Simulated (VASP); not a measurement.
# InP in VASP: further runs, part 2 of 2

VASP 6.6.1. The steps go on from the part before.

**4. Single point, PBE (strain +0.015 along x and y, +0.030 along z)**

The input, INCAR:

```
SYSTEM = InP
  PREC = Accurate
  ENCUT = 520
  EDIFF = 1E-7
  ISMEAR = 0
  SIGMA = 0.05
  LREAL = .False.
  LASPH = .True.
  NELM = 80
  ALGO = Normal
  ISIF = 2
  LWAVE = .False.
  LCHARG = .False.
  GGA = PE
  NBANDS = 16
```

The input, KPOINTS:

```
regular mesh
0
Gamma
  10 10 10
  0 0 0
```

The input, POSCAR:

```
InP
1.0
    0.0000000000      3.0247347168      3.0694352298
    3.0247347168      0.0000000000      3.0694352298
    3.0247347168      3.0247347168      0.0000000000
In P
1 1
Direct
    0.0000000000      0.0000000000      0.0000000000
    0.7500000000      0.7500000000      0.7500000000
```

Potentials or basis: VASP PAW PBE potentials, release 64 (In_d, P).

On the command line:

```
$ cat potpaw_PBE.64/In_d/POTCAR potpaw_PBE.64/P/POTCAR > POTCAR
$ mpirun -np 1 vasp_std > vasp.out
```

OUTCAR:

```text
SYSTEM = InP
   PREC = Accurate
   ENCUT = 520
   EDIFF = 1E-7
   ISMEAR = 0
   LREAL = .False.
   LASPH = .True.
   NELM = 80
   ISIF = 2
   GGA = PE

 ion  position               nearest neighbor table
   1  0.000  0.000  0.000-   2 2.63   2 2.63   2 2.63   2 2.63
   2  0.750  0.750  0.750-   1 2.63   1 2.63   1 2.63   1 2.63

  LATTYP: Found a body centered tetragonal cell.
 ALAT       =     4.2776208591
 C/A-ratio  =     1.4351132702

  Lattice vectors:

 A1 = (  -3.0247347168,   0.0000000000,   3.0694352298)
 A2 = (   3.0247347168,   0.0000000000,   3.0694352298)
 A3 = (   0.0000000000,   3.0247347168,  -3.0694352298)

Analysis of symmetry for initial positions (statically):
=====================================================================
 Subroutine PRICEL returns:
 Original cell was already a primitive cell.

 Routine SETGRP: Setting up the symmetry group for a
 body centered tetragonal supercell.

 Subroutine GETGRP returns: Found  8 space group operations
 (whereof  8 operations were pure point group operations)
 out of a pool of 16 trial point group operations.

The static configuration has the point symmetry D_2d.

Analysis of symmetry for dynamics (positions and initial velocities):
=====================================================================
 Subroutine PRICEL returns:
 Original cell was already a primitive cell.

 Routine SETGRP: Setting up the symmetry group for a
 body centered tetragonal supercell.

 Subroutine GETGRP returns: Found  8 space group operations
 (whereof  8 operations were pure point group operations)
 out of a pool of 16 trial point group operations.

The dynamic configuration has the point symmetry D_2d.

 Subroutine INISYM returns: Found  8 space group operations
 (whereof  8 operations are pure point group operations),
[... 104 lines left out ...]
   POTIM  = 0.5000    time-step for ionic-motion
   TEBEG  =    0.0;   TEEND  =   0.0 temperature during run
   PSTRESS=    0.0 pullay stress
   NELECT =      18.0000    total number of electrons
   NUPDOWN=      -1.0000    fix difference up-down
   EMIN   =  10.00;   EMAX   =-10.00  energy-range for DOS
   EFERMI =   0.00;   METHOD = LEGACY
   ISMEAR =     0;   SIGMA  =   0.05  broadening in eV -4-tet -1-fermi 0-gaus
   EFERMI_NEDOS =   21; number of points for ismear=-14 and -15
   IALGO  =     38    algorithm
   IMIX   =      4    mixing-type and parameters
     AMIX     =   0.40;   BMIX     =  1.00
     AMIX_MAG =   1.60;   BMIX_MAG =  1.00
  volume/ion in A,a.u.               =      28.08       189.51
  Fermi-wavevector in a.u.,A,eV,Ry     =   1.120327  2.117110 17.077103  1.255132
  Thomas-Fermi vector in A             =   2.256972
   LORBIT       =      0    0 simple, 1 ext, 2 COOP (PROOUT), +10 PAW based schemes
   GGA     = PE    functional components
   LHFCALC =     F    Hartree Fock is set to
   AEXX    =    0.0000 exact exchange contribution
   IVDW    =     0    specifies the selected vdW correction
   LEPSILON=     F    determine dielectric tensor
   LRPA    =     F    only Hartree local field effects (RPA)
 non-spin polarized calculation
 Gauss-broadening in eV      SIGMA  =   0.05
  energy-cutoff  :      520.00
  volume of cell :       56.16
 maximum number of plane-waves:      1536
   NGX = 17   NGY = 17   NGZ = 15

 number of electron      17.9999993 magnetization

 Free energy of the ion-electron system (eV)
  ---------------------------------------------------
  ext. energy  EPLUGINS =         0.00000000
  ---------------------------------------------------
  free energy    TOTEN  =        -8.37383735 eV

  energy without entropy =       -8.37380365  energy(sigma->0) =       -8.37382050

 E-fermi :   4.1370     XC(G=0):  -8.8058

 val. band max:        4.0839775849   @ k =   0.0000   0.0000   0.0000
 cond. band min:       4.1762060784   @ k =   0.0000   0.0000   0.0000
 fundamental gap:      0.0922284935
 Fermi energy:         4.1370341256

 k-point     1 :       0.0000    0.0000    0.0000
  band No.  band energies     occupation
      1      -9.9536      2.00000
      2      -9.9475      2.00000
      3      -9.9475      2.00000
      4      -9.8467      2.00000
      5      -9.8436      2.00000
      6      -6.7608      2.00000
[... 433 lines left out ...]
      3      -9.8944      2.00000
      4      -9.8639      2.00000
      5      -9.8299      2.00000
      6      -5.4007      2.00000
[... 8 lines left out ...]
     15      14.5274      0.00000
     16      16.0828      0.00000

 [... further k-points ...]
[... 5 lines left out ...]
  --------------------------------------------------------------------------------------
  -------------------------------------------------------------------------------------
  Total       -1.0180475     -1.0180475     -1.2369897      0.0000000      0.0000000     -0.0000000
  in kB      -29.0412692    -29.0412692    -35.2869076      0.0000000      0.0000000     -0.0000000
  external PRESSURE =     -31.1231486 kB  Pullay stress =       0.0000000 kB

 VOLUME and BASIS-vectors are now :
 -----------------------------------------------------------------------------
  energy-cutoff  :      520.00
  volume of cell :       56.16
      direct lattice vectors                 reciprocal lattice vectors
     0.000000000  3.024734717  3.069435230    -0.165303753  0.165303753  0.162896417
     3.024734717  0.000000000  3.069435230     0.165303753 -0.165303753  0.162896417
     3.024734717  3.024734717  0.000000000     0.165303753  0.165303753 -0.162896417

 POSITION                                       TOTAL-FORCE (eV/Angst)
 -----------------------------------------------------------------------------------
      0.00000      0.00000      0.00000        -0.000000     -0.000000     -0.000000
      4.53710      4.53710      4.60415         0.000000      0.000000      0.000000
 -----------------------------------------------------------------------------------
    total drift:                                0.000000      0.000000     -0.000000

  FREE ENERGIE OF THE ION-ELECTRON SYSTEM (eV)
  ---------------------------------------------------
  free  energy   TOTEN  =        -8.3738373521 eV

  energy  without entropy=       -8.3738036526  energy(sigma->0) =       -8.37382050
```

It took 34 s on 1 thread of Intel Xeon 6975P-C (Granite Rapids), shared host; peak memory 0.23 GiB.

What came out:

```
Free energy            : -8.3738 eV
Pressure               : -3.1 GPa
Band gap on the k mesh : 0.09 eV, direct
```

Caveat: the cell differs from its parent crystal (strain +0.015 along x and y, +0.030 along z); spin-orbit coupling is left out, which moves the levels of the heavy elements.

**5. Single point, PBE (strain -0.030 along x and y, -0.030 along z)**

The input, INCAR:

```
SYSTEM = InP
PREC     = Accurate       ! precision mode
ENCUT    = 520            ! plane-wave cutoff, eV
EDIFF    = 1E-7           ! SCF threshold, eV
ISMEAR   = 0              ! smearing method
SIGMA    = 0.05           ! smearing width, eV
LREAL    = .False.        ! projectors in reciprocal space
LASPH    = .True.         ! aspherical terms in the spheres
NELM     = 100            ! most SCF steps
ALGO     = Normal         ! electronic algorithm
ISIF     = 2              ! what is computed and relaxed
LWAVE    = .False.        ! write WAVECAR
LCHARG   = .False.        ! write CHGCAR
GGA      = PE             ! functional
NBANDS   = 16             ! bands
```

The input, KPOINTS:

```
Automatic mesh
0
Gamma
  10 10 10
  0 0 0
```

The input, POSCAR:

```
InP
1.0
    0.0000000000      2.8906331776      2.8906331776
    2.8906331776      0.0000000000      2.8906331776
    2.8906331776      2.8906331776      0.0000000000
In P
1 1
Direct
    0.0000000000      0.0000000000      0.0000000000
    0.7500000000      0.7500000000      0.7500000000
```

On the command line:

```
$ cat potpaw_PBE.64/In_d/POTCAR potpaw_PBE.64/P/POTCAR > POTCAR
$ mpirun -np 1 vasp_std > vasp.out
```

Run time: 70 s. Hardware: 1 thread of AMD EPYC 7R13, shared host; peak memory 0.16 GiB.

The run converged. Its results:

| Property | Result |
| --- | --- |
| Free energy | -8.3200 eV |
| Pressure | 6.6 GPa |
| Band gap on the k mesh | 0.94 eV, direct |

Levels at points of the mesh, in eV from the valence-band top:
| k point | band 5 | band 6 | band 7 | band 8 | band 9 | band 10 | band 11 | band 12 | band 13 | band 14 |
| --- | --- | --- | --- | --- | --- | --- | --- | --- | --- | --- |
| (0.00, 0.00, 0.00) | -14.10 | -11.81 | 0.00 | 0.00 | 0.00 | 0.94 | 4.09 | 4.09 | 4.09 | 8.78 |
| (0.50, 0.00, 0.00) | -14.09 | -9.94 | -5.95 | -1.03 | -1.03 | 1.60 | 4.81 | 4.81 | 7.18 | 9.68 |
| (0.50, 0.50, 0.00) | -14.06 | -9.24 | -5.93 | -2.46 | -2.46 | 1.69 | 2.26 | 9.48 | 9.87 | 9.87 |

Caveat: the cell differs from its parent crystal (strain -0.030 along x and y, -0.030 along z); spin-orbit coupling is left out, which moves the levels of the heavy elements.

**6. The runs side by side**

```tsv
cell	gap on the mesh (eV)	pressure (GPa)
a = 4.278, b = 4.278, c = 4.214 Å, angles 60.5, 60.5, 59.0°, 2 atoms	0.23	-1.7
a = 4.246, b = 4.246, c = 4.278 Å, angles 59.8, 59.8, 60.5°, 2 atoms	0.23	-1.7
a = 4.309, b = 4.309, c = 4.278 Å, angles 60.2, 60.2, 59.5°, 2 atoms	0.09	-3.1
a = 4.088 Å, angles 60.0°, 2 atoms	0.94	6.6
```

Alike in all rows: task single point; level PBE; potentials or basis VASP PAW PBE potentials, release 64 (In_d, P); no spin polarisation; k mesh 10 × 10 × 10; cutoff (eV) 520; smearing gaussian 0.05 eV.

Caveats: spin-orbit coupling is left out, which moves the levels of the heavy elements.

Total energies depend on the potentials used, so only differences within one code and one set of settings carry meaning.
